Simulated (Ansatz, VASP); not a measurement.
# Ge: VASP beside Ansatz

Contents of INCAR:

```
ALGO = Normal ; EDIFF = 1E-7
ENCUT = 520 ; GGA = PE
ISIF = 2 ; ISMEAR = 0
LASPH = T ; LCHARG = F
LREAL = F ; LWAVE = F
NBANDS = 21 ; NELM = 80
PREC = Accurate ; SIGMA = 0.025
```

The input KPOINTS:

```
k-points
0
Gamma
  11 11 11
```

POSCAR

```
Ge
1.0
   -2.5744897190      2.5744897190      1.3974126432
    2.5744897190     -2.5744897190      1.3974126432
    2.5744897190      2.5744897190     -1.3974126432
Ge
2
Direct
    0.5000000000      0.5000000000      0.0000000000
    0.2500000000      0.7500000000      0.5000000000
```

The input input.yaml:

```yaml
crystal:
  lattice:
    - [-2.574489719, 2.574489719, 1.3974126432]
    - [2.574489719, -2.574489719, 1.3974126432]
    - [2.574489719, 2.574489719, -1.3974126432]
  atoms:
    - { symbol: Ge, position: [0.5, 0.5, 0.0] }
    - { symbol: Ge, position: [0.25, 0.75, 0.5] }
hamiltonian:
  xc: pbe
  pseudopotentials: { kind: paw }
kpoints:
  mp_grid: { grid: [11, 11, 11] }
scf:
  occupations: { method: gaussian, width: 0.025 }
output:
  forces: true
  stress: true
  eigenvalues: true
  write_density: true
  write_potential: true
  elf: true
  volumetric_format: npy
```

Alike in both runs: task single point; functional PBE; k mesh 11 × 11 × 11; occupations gaussian, width 0.025 eV; no spin polarisation.

|  | VASP | Ansatz |
| --- | --- | --- |
| version | VASP 6.6.1 | Ansatz 0.2.0 |
| potentials or method | VASP PAW PBE potentials, release 64 (Ge_d) | Ansatz PAW |
| plane-wave cutoff (eV) | 520 | 420 |
| valence electrons in the cell | 28 | 28 |

```tsv
	VASP	Ansatz	Ansatz less VASP
gap on the k mesh at the Fermi level (eV)	none	none	-
pressure (GPa)	3.2	3.2	-0.03
traceless stress, the component that is largest in VASP (GPa)	0.28	0.28	+0.001
```

A gap of «none» marks a metal or a gap that the smearing closes. With one functional, cell and mesh, what is left measures potentials, basis and numerics.
